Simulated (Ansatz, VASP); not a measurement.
AlH5 in VASP and in Ansatz

```
CELL_PARAMETERS angstrom
4.00334 -0.06506 0.02613
-0.16002 7.11828 0.15879
-0.36840 0.01092 7.84696
ATOMIC_POSITIONS crystal
Al 0.52783 0.09577 0.77016
Al 0.12693 0.97033 0.01906
H 0.18605 0.28625 0.36381
H 0.79421 0.54042 0.95145
H 0.26305 0.88476 0.83582
H 0.74733 0.67680 0.52904
H 0.29217 0.18125 0.95362
H 0.71204 0.57534 0.55307
H 0.16697 0.36438 0.29836
H 0.78062 0.55579 0.04528
H 0.71647 0.99288 0.97758
H 0.18633 0.87604 0.20274
```

Change from the starting cell: the structure that the rattled cell fell into.

Alike in both runs: functional PBE; k mesh 8 × 4 × 4; occupations gaussian, width 0.02 eV; no spin polarisation.

Ansatz relaxed the structure, and its values are those at the end. VASP's run is a single point on that final structure, the one shown.

```csv
,VASP,Ansatz
version,VASP 6.6.1,Ansatz 0.2.0
potentials or method,"VASP PAW PBE potentials, release 64 (Al, H), cutoff 520 eV","scalar-relativistic, plane waves, PAW"
valence electrons in the cell,16,16
```

|  | VASP | Ansatz | Ansatz less VASP |
| --- | --- | --- | --- |
| gap on the k mesh at the Fermi level (eV) | 2.56 | 2.55 | -0.005 |
| least direct gap on the mesh (eV) | 2.56 | 2.55 | -0.005 |
| pressure (GPa) | -0.1 | 0.0 | +0.12 |
| rms of the force components (eV/Å) | 0.008 | 0.003 | -0.0052 |
